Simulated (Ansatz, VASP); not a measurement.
## Ga: VASP beside Ansatz

INCAR

```
PREC = Accurate
ENCUT = 520
EDIFF = 1E-6
ISMEAR = -1
SIGMA = 0.1
LREAL = F
LASPH = T
NELM = 80
ALGO = Normal
ISIF = 2
LWAVE = F
LCHARG = F
GGA = RE
NBANDS = 26
```

The input KPOINTS:

```
Automatic mesh
0
Gamma
  9 9 12
```

The input POSCAR:

```
Ga
1.0
    4.7481222945      0.0000000000      0.0000000000
   -2.3740611473      4.1119945273      0.0000000000
    0.0000000000      0.0000000000      3.0484022165
Ga
3
Direct
    0.0000000000      0.0000000000      0.0000000000
    0.3333333333      0.6666666667      0.5000000000
    0.6666666667      0.3333333333      0.5000000000
```

Input for Ansatz:

```yaml
crystal:
  lattice:
    - [4.7481222945, 0.0, 0.0]
    - [-2.3740611473, 4.1119945273, 0.0]
    - [0.0, 0.0, 3.0484022165]
  atoms:
    - { symbol: Ga, position: [0.0, 0.0, 0.0] }
    - { symbol: Ga, position: [0.3333333333, 0.6666666667, 0.5] }
    - { symbol: Ga, position: [0.6666666667, 0.3333333333, 0.5] }
hamiltonian:
  xc: revpbe
  pseudopotentials:
    kind: paw
    azcp:
      Ga: "pseudopotentials/Ga.paw.azcp"
basis:
  ecutwfc: 420
  fft_grid_basis: typed
kpoints:
  mp_grid: { grid: [9, 9, 12], shift: [0, 0, 0] }
magnetization:
  spin_polarized: false
scf:
  occupations: { method: fermi_dirac, width: 0.1 }
  lower_state_search: "off"
output:
  stress: true
```

Alike in both runs: task single point; functional revPBE; k mesh 9 × 9 × 12; occupations fermi-dirac, width 0.1 eV; no spin polarisation.

|  | VASP | Ansatz |
| --- | --- | --- |
| version | VASP 6.6.1 | Ansatz 0.2.0 |
| potentials or method | VASP PAW PBE potentials, release 64 (Ga_d), cutoff 520 eV | plane waves (420 eV) with PAW, scalar-relativistic |
| valence electrons in the cell | 39 | 39 |

|  | VASP | Ansatz | Ansatz less VASP |
| --- | --- | --- | --- |
| pressure (GPa) | 0.3 | 0.2 | -0.15 |
| traceless stress, the component that is largest in VASP (GPa) | -0.36 | -0.34 | +0.028 |

VASP's potentials were made for PBE, not for revPBE.
